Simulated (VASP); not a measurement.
# Co (Im-3m) in VASP: further runs, part 2 of 3

VASP 6.6.1. Earlier steps stand in the parts before.

## Step 3: Single point, BLYP, collinear spin, ferromagnetic start

INCAR

```
PREC = Accurate
ENCUT = 520
EDIFF = 1E-6
ISMEAR = -1
SIGMA = 0.05
LREAL = F
LASPH = T
NELM = 150
ALGO = Normal
ISIF = 2
LWAVE = F
LCHARG = F
ISPIN = 2
MAGMOM = -1.778 -1.778
LORBIT = 11
LMAXMIX = 4
GGA = B5
ALDAX = 1.0
AGGAX = 1.0
AGGAC = 1.0
ALDAC = 0.0
NBANDS = 20
```

KPOINTS

```
regular mesh
0
Gamma
  13 13 13
```

POSCAR

```
Co
1.0
    2.8160622401      0.0000000000      0.0000000000
    0.0000000000      2.8160622401      0.0000000000
    0.0000000000      0.0000000000      2.8160622401
Co
2
Direct
    0.0000000000      0.0000000000      0.0000000000
    0.5000000000      0.5000000000      0.5000000000
```

Potentials or basis: VASP PAW PBE potentials, release 64 (Co).

Launch:

```console
> cat potpaw_PBE.64/Co/POTCAR > POTCAR
> mpirun -np 1 vasp_std > vasp.out
```

OUTCAR:

```text
PREC = Accurate
   ENCUT = 520
   EDIFF = 1E-6
   ISMEAR = -1
   LREAL = F
   LASPH = T
   NELM = 150
   ISIF = 2
   ISPIN = 2
   LORBIT = 11
   GGA = B5

 ion  position               nearest neighbor table
   1  0.000  0.000  0.000-   2 2.44   2 2.44   2 2.44   2 2.44   2 2.44   2 2.44   2 2.44   2 2.44

   2  0.500  0.500  0.500-   1 2.44   1 2.44   1 2.44   1 2.44   1 2.44   1 2.44   1 2.44   1 2.44

  LATTYP: Found a simple cubic cell.
 ALAT       =     2.8160622401

[... 1348 lines left out ...]
  in kB       71.1738792     71.1738792     71.1738792     -0.0000000     -0.0000000      0.0000000
  external PRESSURE =      71.1738792 kB  Pullay stress =       0.0000000 kB

 VOLUME and BASIS-vectors are now :
 -----------------------------------------------------------------------------
  energy-cutoff  :      520.00
  volume of cell :       22.33
      direct lattice vectors                 reciprocal lattice vectors
     2.816062240  0.000000000  0.000000000     0.355105788  0.000000000  0.000000000
     0.000000000  2.816062240  0.000000000     0.000000000  0.355105788  0.000000000
     0.000000000  0.000000000  2.816062240     0.000000000  0.000000000  0.355105788

 POSITION                                       TOTAL-FORCE (eV/Angst)
 -----------------------------------------------------------------------------------
      0.00000      0.00000      0.00000         0.000000      0.000000      0.000000
      1.40803      1.40803      1.40803        -0.000000     -0.000000     -0.000000
 -----------------------------------------------------------------------------------
    total drift:                                0.000000      0.000000     -0.000000

  FREE ENERGIE OF THE ION-ELECTRON SYSTEM (eV)
  ---------------------------------------------------
  free  energy   TOTEN  =       -11.9496310734 eV

  energy  without entropy=      -11.9229813778  energy(sigma->0) =      -11.93630623

 total charge

# of ion       s       p       d       tot
------------------------------------------
    1        0.474   0.489   7.279   8.243
    2        0.474   0.489   7.279   8.243
--------------------------------------------------
tot          0.948   0.979  14.559  16.486

 magnetization (x)

# of ion       s       p       d       tot
------------------------------------------
    1        0.005   0.044  -1.777  -1.729
    2        0.005   0.044  -1.777  -1.729
--------------------------------------------------
tot          0.009   0.087  -3.554  -3.457
```

OSZICAR:

```text
N       E                     dE             d eps       ncg     rms          rms(c)
DAV:   1     0.907571461341E+02    0.90757E+02   -0.74782E+03  7064   0.114E+03
DAV:   2    -0.861116802364E+01   -0.99368E+02   -0.89664E+02  6872   0.217E+02
DAV:   3    -0.135120822355E+02   -0.49009E+01   -0.46793E+01  7576   0.581E+01
DAV:   4    -0.136008156303E+02   -0.88733E-01   -0.88615E-01  8312   0.690E+00
DAV:   5    -0.136036471231E+02   -0.28315E-02   -0.28312E-02  8036   0.112E+00    0.137E+01
DAV:   6    -0.122940890717E+02    0.13096E+01   -0.64092E+00  7620   0.504E+01    0.657E+00
DAV:   7    -0.119807605873E+02    0.31333E+00   -0.99555E-01  7872   0.182E+01    0.370E+00
DAV:   8    -0.119616805320E+02    0.19080E-01   -0.13857E-02  9564   0.114E+00    0.175E+00
DAV:   9    -0.119497622204E+02    0.11918E-01   -0.34287E-03 10604   0.962E-01    0.388E-01
DAV:  10    -0.119495732818E+02    0.18894E-03   -0.71927E-04  8516   0.314E-01    0.110E-01
DAV:  11    -0.119496199162E+02   -0.46634E-04   -0.44757E-05  7944   0.929E-02    0.593E-02
DAV:  12    -0.119496276784E+02   -0.77622E-05   -0.75261E-06  8796   0.388E-02    0.261E-02
DAV:  13    -0.119496306278E+02   -0.29494E-05   -0.48959E-06  7080   0.233E-02    0.521E-03
DAV:  14    -0.119496310734E+02   -0.44567E-06   -0.58900E-08  3792   0.221E-03
   1 F= -.11949631E+02 E0= -.11936306E+02  d E =-.266497E-01  mag=    -3.4209
```

Wall time 55 s (1 thread of AMD EPYC 9R45 (Zen 5), shared host); peak memory 0.15 GiB.

Results:

* Free energy: -11.9496 eV
* Pressure: 7.1 GPa
* Net moment: -3.42 μB per cell
* Site moments: Co -1.73 μB
* Valence electrons inside the program's atomic spheres: Co 8.24

Levels at points of the mesh, in eV from the Fermi level:
Spin up:
```
           k point  band 3  band 4  band 5  band 6  band 7  band 8  band 9  band 10  band 11  band 12
(0.00, 0.00, 0.00)   -3.67   -1.50   -1.50   -1.50    0.33    0.33    0.88     0.88     0.88     9.56
```
Spin down:
```csv
k point,band 8,band 9,band 10,band 11,band 12,band 13,band 14,band 15
"(0.00, 0.00, 0.00)",-1.87,-0.80,-0.80,-0.80,9.43,9.43,9.43,15.34
```

Caveat: the PAW data sets were made with another functional, which shifts forces and pressure a little.

## Step 4: Relaxation of cell and atoms, BLYP, collinear spin, antiferromagnetic start

This run uses another cell than the first one, of 11.07 Å³/atom, 0.992 times its volume.

INCAR

```
PREC = Accurate
ENCUT = 600
EDIFF = 1E-6
ISMEAR = -1
SIGMA = 0.05
LREAL = False
LASPH = True
NELM = 150
ALGO = Normal
ISIF = 3
LWAVE = False
LCHARG = False
ISPIN = 2
MAGMOM = 1.7 -1.7
LORBIT = 11
LMAXMIX = 4
GGA = B5
ALDAX = 1.0
AGGAX = 1.0
AGGAC = 1.0
ALDAC = 0.0
IBRION = 2
NSW = 80
EDIFFG = -0.01
```

KPOINTS

```
regular mesh
0
Gamma
  11 11 11
```

POSCAR

```
Co
1.0
    2.8082743434      0.0000000000      0.0000000000
    0.0000000000      2.8082743434      0.0000000000
    0.0000000000      0.0000000000      2.8082743434
Co
2
Direct
    0.0000000000      0.0000000000      0.0000000000
    0.5000000000      0.5000000000      0.5000000000
```

Potentials or basis: VASP PAW PBE potentials, release 64 (Co).

Launch:

```console
> cat potpaw_PBE.64/Co/POTCAR > POTCAR
> mpirun -np 1 vasp_std > vasp.out
```

OUTCAR:

```text
PREC = Accurate
   ENCUT = 600
   EDIFF = 1E-6
   ISMEAR = -1
   LREAL = False
   LASPH = True
   NELM = 150
   ISIF = 3
   ISPIN = 2
   LORBIT = 11
   GGA = B5
   IBRION = 2
   NSW = 80
   EDIFFG = -0.01

 ion  position               nearest neighbor table
   1  0.000  0.000  0.000-   2 2.43   2 2.43   2 2.43   2 2.43   2 2.43   2 2.43   2 2.43   2 2.43

   2  0.500  0.500  0.500-   1 2.43   1 2.43   1 2.43   1 2.43   1 2.43   1 2.43   1 2.43   1 2.43

  LATTYP: Found a simple cubic cell.
 ALAT       =     2.8082743434

  Lattice vectors:

 A1 = (   2.8082743434,   0.0000000000,   0.0000000000)
 A2 = (   0.0000000000,   2.8082743434,   0.0000000000)
 A3 = (   0.0000000000,   0.0000000000,   2.8082743434)

Analysis of symmetry for initial positions (statically):
=====================================================================
 Subroutine PRICEL returns following result:

  LATTYP: Found a body centered cubic cell.
 ALAT       =     2.8082743434
[... 12 lines left out ...]
 Subroutine GETGRP returns: Found 48 space group operations
 (whereof 48 operations were pure point group operations)
 out of a pool of 48 trial point group operations.

The static configuration has the point symmetry O_h .

Analysis of symmetry for dynamics (positions and initial velocities):
=====================================================================
 Subroutine PRICEL returns following result:

  LATTYP: Found a body centered cubic cell.
 ALAT       =     2.8082743434
[... 12 lines left out ...]
 Subroutine GETGRP returns: Found 48 space group operations
 (whereof 48 operations were pure point group operations)
 out of a pool of 48 trial point group operations.

The dynamic configuration has the point symmetry O_h .

Analysis of structural, dynamic, and magnetic symmetry:
=====================================================================
 Subroutine PRICEL returns following result:

  LATTYP: Found a body centered cubic cell.
 ALAT       =     2.8082743434
[... 12 lines left out ...]
 Subroutine GETGRP returns: Found 48 space group operations
 (whereof 48 operations were pure point group operations)
 out of a pool of 48 trial point group operations.

The overall configuration has the point symmetry O_h .

 Subroutine INISYM returns: Found 48 space group operations
 (whereof 48 operations are pure point group operations),
 and found     2 'primitive' translations

----------------------------------------------------------------------------------------

                                     Primitive cell

  volume of cell :      11.0736

  direct lattice vectors                    reciprocal lattice vectors
     1.404137172  1.404137172 -1.404137172     0.356090566  0.356090566  0.000000000
    -1.404137172  1.404137172  1.404137172    -0.000000000  0.356090566  0.356090566
     1.404137172 -1.404137172  1.404137172     0.356090566  0.000000000  0.356090566

  length of vectors
     2.432036922  2.432036922  2.432036922     0.503588108  0.503588108  0.503588108

  position of ions in fractional coordinates (direct lattice)
     0.000000000  0.000000000  0.000000000

  ion indices of the primitive-cell ions
   primitive index   ion index
                 1           1

----------------------------------------------------------------------------------------

 KPOINTS: regular mesh

Automatic generation of k-mesh.
 Grid dimensions read from file:
 generate k-points for:   11   11   11
[... 66 lines left out ...]
   EDIFFG = -.1E-01   stopping-criterion for IOM
   NSW    =     80    number of steps for IOM
   IBRION =      2    ionic relax: 0-MD 1-quasi-New 2-CG
   NFREE  =      1    steps in history (QN), initial steepest desc. (CG)
   ISIF   =      3    stress and relaxation
   ISYM   =      2    0-nonsym 1-usesym 2-fastsym
   POTIM  = 0.5000    time-step for ionic-motion
   TEBEG  =    0.0;   TEEND  =   0.0 temperature during run
   PSTRESS=    0.0 pullay stress
   NELECT =      18.0000    total number of electrons
   NUPDOWN=      -1.0000    fix difference up-down
   EMIN   =  10.00;   EMAX   =-10.00  energy-range for DOS
   EFERMI =   0.00;   METHOD = LEGACY
   ISMEAR =    -1;   SIGMA  =   0.05  broadening in eV -4-tet -1-fermi 0-gaus
   EFERMI_NEDOS =   21; number of points for ismear=-14 and -15
   IALGO  =     38    algorithm
   IMIX   =      4    mixing-type and parameters
     AMIX     =   0.40;   BMIX     =  1.00
     AMIX_MAG =   1.60;   BMIX_MAG =  1.00
  volume/ion in A,a.u.               =      11.07        74.73
  Fermi-wavevector in a.u.,A,eV,Ry     =   1.527775  2.887077 31.757320  2.334097
  Thomas-Fermi vector in A             =   2.635625
   LORBIT       =     11    0 simple, 1 ext, 2 COOP (PROOUT), +10 PAW based schemes
   GGA     = B5    functional components
   LHFCALC =     F    Hartree Fock is set to
   AEXX    =    0.0000 exact exchange contribution
   IVDW    =     0    specifies the selected vdW correction
   LEPSILON=     F    determine dielectric tensor
   LRPA    =     F    only Hartree local field effects (RPA)
 conjugate gradient relaxation of ions
 spin polarized calculation
  energy-cutoff  :      600.00
  volume of cell :       22.15
 maximum number of plane-waves:       752
 NGX is ok and might be reduce to    24
   NGX = 11   NGY = 11   NGZ = 11

--------------------------------------- Ionic step        1  -------------------------------------------

 number of electron      17.9999993 magnetization      -0.0000000

 number of electron      17.9999993 magnetization       0.0000000

 Free energy of the ion-electron system (eV)
  ---------------------------------------------------
  ext. energy  EPLUGINS =         0.00000000
  ---------------------------------------------------
  free energy    TOTEN  =       -11.37170128 eV

  energy without entropy =      -11.33298478  energy(sigma->0) =      -11.35234303

------------------------ aborting loop because EDIFF is reached ----------------------------------------

  FORCE on cell =-STRESS in cart. coord.  units (eV):
  Direction    XX          YY          ZZ          XY          YZ          ZX
  --------------------------------------------------------------------------------------
  -------------------------------------------------------------------------------------
  Total        0.1633719      0.1633719      0.1633719      0.0000000      0.0000000      0.0000000
  in kB       11.8186878     11.8186878     11.8186878      0.0000000      0.0000000      0.0000000
  external PRESSURE =      11.8186878 kB  Pullay stress =       0.0000000 kB
[... 63 lines left out ...]
 number of electron      17.9999990 magnetization      -0.0000000

 number of electron      17.9999990 magnetization       0.0000000

 Free energy of the ion-electron system (eV)
  ---------------------------------------------------
  ext. energy  EPLUGINS =         0.00000000
  ---------------------------------------------------
  free energy    TOTEN  =       -11.37220114 eV

  energy without entropy =      -11.33329715  energy(sigma->0) =      -11.35274915

 E-fermi :  10.2214     XC(G=0): -12.6632

 val. band max:       10.1909811460   @ k =   0.4545   0.0909   0.0909
 cond. band min:      10.2388578561   @ k =   0.3636   0.0909   0.0909
 fundamental gap:      0.0478767102
 Fermi energy:        10.2213603190

 spin component 1

 k-point     1 :       0.0000    0.0000    0.0000
  band No.  band energies     occupation
      1       1.7696      1.00000
      2       6.1923      1.00000
      3       6.1923      1.00000
      4       8.4161      1.00000
      5       8.4161      1.00000
      6       8.4161      1.00000
      7       9.9473      0.99585
      8       9.9473      0.99585
      9      10.7775      0.00001
     10      10.7775      0.00001
     11      10.7775      0.00001
     12      20.1966      0.00000
     13      20.1966      0.00000
[... 356 lines left out ...]
      2       6.7280      1.00000
      3       6.8511      1.00000
      4       8.1885      1.00000
      5       8.2407      1.00000
      6       8.9372      1.00000
      7       9.4894      1.00000
      8       9.5102      1.00000
      9       9.9072      0.99814
     10      10.1119      0.89933
     11      10.5965      0.00055
     12      15.0276      0.00000
     13      21.4015      0.00000

 [... further k-points ...]

 spin component 2

 k-point     1 :       0.0000    0.0000    0.0000
  band No.  band energies     occupation
      1       1.7696      1.00000
      2       6.1923      1.00000
      3       6.1923      1.00000
      4       8.4161      1.00000
      5       8.4161      1.00000
      6       8.4161      1.00000
      7       9.9473      0.99585
      8       9.9473      0.99585
      9      10.7775      0.00001
     10      10.7775      0.00001
     11      10.7775      0.00001
     12      20.1966      0.00000
     13      20.1966      0.00000
[... 397 lines left out ...]
  FREE ENERGIE OF THE ION-ELECTRON SYSTEM (eV)
  ---------------------------------------------------
  free  energy   TOTEN  =       -11.3722011416 eV

  energy  without entropy=      -11.3332971521  energy(sigma->0) =      -11.35274915

 reached required accuracy - stopping structural energy minimisation

 total charge

# of ion       s       p       d       tot
------------------------------------------
    1        0.466   0.470   7.320   8.256
    2        0.466   0.470   7.320   8.256
--------------------------------------------------
tot          0.932   0.940  14.641  16.513

 magnetization (x)

# of ion       s       p       d       tot
------------------------------------------
    1        0.010   0.011   0.777   0.797
    2       -0.010  -0.011  -0.777  -0.797
--------------------------------------------------
tot          0.000   0.000   0.000   0.000
```

OSZICAR:

```text
N       E                     dE             d eps       ncg     rms          rms(c)
DAV:   1     0.100286793720E+03    0.10029E+03   -0.91230E+03  2920   0.203E+03
DAV:   2    -0.102550389622E+02   -0.11054E+03   -0.10459E+03  2922   0.310E+02
[... 23 lines left out ...]
DAV:   1    -0.113796453912E+02   -0.78533E-02   -0.10564E-01  2912   0.618E+00    0.668E-01
DAV:   2    -0.113740655761E+02    0.55798E-02   -0.52525E-02  2922   0.451E+00    0.276E-01
DAV:   3    -0.113723923616E+02    0.16732E-02   -0.73347E-03  2922   0.175E+00    0.114E-01
DAV:   4    -0.113722554903E+02    0.13687E-03   -0.47015E-05  3692   0.101E-01    0.565E-02
DAV:   5    -0.113722012880E+02    0.54202E-04   -0.32722E-05  4400   0.922E-02    0.120E-02
DAV:   6    -0.113722011416E+02    0.14641E-06   -0.18238E-06  2282   0.189E-02
   3 F= -.11372201E+02 E0= -.11352749E+02  d E =-.499864E-03  mag=    -0.0000
```

Wall time 71 s (1 thread of AMD EPYC 9R45 (Zen 5), shared host); peak memory 0.14 GiB.

What came out:

```yaml
Free_energy: -11.3722 eV
Relaxed_volume: 11.14 Å³/atom
Relaxed_cell: a = 2.814 Å, b = 2.814 Å, c = 2.814 Å, α = 90.00°, β = 90.00°, γ = 90.00°
Space_group_after_relaxing_to_0.05_Å: Im-3m (No. 229)
Energy_gained_by_relaxing: 0.2 meV/atom
Ionic_steps: 3
Pressure_after_relaxing: 0.1 GPa
Band_gap_on_the_k_mesh: zero (filled and empty bands overlap)
Net_moment: 0.00 μB per cell
Site_moments: Co +0.80, -0.80 μB
Valence_electrons_inside_the_program's_atomic_spheres: Co 8.26
```

The path:
```csv
step,energy change (eV),largest force (eV/Å),pressure (GPa),volume (Å³)
1,0.0000,0.0000,1.18,22.15
2,-0.0001,0.0000,-1.03,22.41
3,-0.0005,0.0000,0.08,22.28
```

Final structure:
```cif
data_structure
_symmetry_space_group_name_H-M 'P 1'
_symmetry_Int_Tables_number 1
_cell_length_a 2.8140
_cell_length_b 2.8140
_cell_length_c 2.8140
_cell_angle_alpha 90.000
_cell_angle_beta 90.000
_cell_angle_gamma 90.000
_cell_volume 22.28
loop_
_atom_site_label
_atom_site_type_symbol
_atom_site_fract_x
_atom_site_fract_y
_atom_site_fract_z
_atom_site_occupancy
Co1 Co 0.00000 0.00000 0.00000 1
Co2 Co 0.50000 0.50000 0.50000 1
```

Caveat: the PAW data sets were made with another functional, which shifts forces and pressure a little.

(Continued in part 3 of 3.)
